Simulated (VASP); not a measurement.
Wanted: the native input for a VASP 6.6.1 run.

* Task: single point
* Functional: PBE
* Dispersion: D3(BJ)
* Potentials or basis: VASP PAW PBE potentials, release 64 (Ti_sv, B, Cl)
* Cutoff: 520 eV
* k mesh: 4 × 4 × 1
* Occupations: gaussian, width 0.1 eV
* Spin: no spin polarisation
* Dipole correction: yes
* Further INCAR settings: LREAL = Auto; ALGO = Normal; EDIFF = 1e-06; NBANDS = 124

The structure of Ti16BCl3 lies in POSCAR:

```
Ti16BCl3
1.0
    5.7729299510      0.0000000000      0.0000000000
   -2.8864649755      4.9995039918      0.0000000000
    0.0000000000      0.0000000000     27.4861234730
Ti B Cl
16 1 3
Direct
    0.3333333333      0.1666666667      0.2910559580
    0.3333333333      0.6666666667      0.2910559580
    0.8333333333      0.1666666667      0.2910559580
    0.8333333333      0.6666666667      0.2910559580
    0.1666666667      0.3333333333      0.3742630774
    0.1666666667      0.8333333333      0.3742630774
    0.6666666667      0.3333333333      0.3742630774
    0.6666666667      0.8333333333      0.3742630774
    0.3446536526      0.1909688582      0.4577542377
    0.3448721981      0.6550916385      0.4577513075
    0.8325716677      0.1674527377      0.4668434536
    0.8090260784      0.6553212157      0.4577547633
    0.1605707504      0.3315504128      0.5497633575
    0.1666245198      0.8332629757      0.5225576539
    0.6688785155      0.3312292580      0.5497017683
    0.6685346484      0.8394620656      0.5497662558
    0.1661320301     -0.1661454431      0.5958747656
    0.4994235811      0.5005818523      0.6146763486
   -0.1672404435      0.1672587783      0.6162918088
    0.1660325403     -0.1658666822      0.6591295260
```

These files were run (other wordings do the same):

INCAR

```
ALGO = Normal
DIPOL = 0.5 0.5 0.458
EDIFF = 1E-6
ENCUT = 520
GGA = PE
IDIPOL = 3
ISIF = 2
ISMEAR = 0
IVDW = 12
LASPH = True
LCHARG = False
LDIPOL = True
LREAL = Auto
LWAVE = False
NBANDS = 124
NELM = 60
PREC = Accurate
SIGMA = 0.1
```

KPOINTS

```
k-points
0
Gamma
  4 4 1
```

Potentials or basis: VASP PAW PBE potentials, release 64 (Ti_sv, B, Cl).

The run is started by

```bash
$ cat potpaw_PBE.64/Ti_sv/POTCAR potpaw_PBE.64/B/POTCAR potpaw_PBE.64/Cl/POTCAR > POTCAR
$ mpirun -np 1 vasp_std > vasp.out
```

It gave:

```yaml
Largest_force: 0.651 eV/Å
Band_gap_on_the_k_mesh: zero (bands 108 and 109 overlap by 0.39 eV)
Dispersion_energy_per_atom: -0.440 eV
```

Wall time 2.4 h on 1 thread of Intel Xeon 8259CL (shared host), peak memory 1.3 GiB.
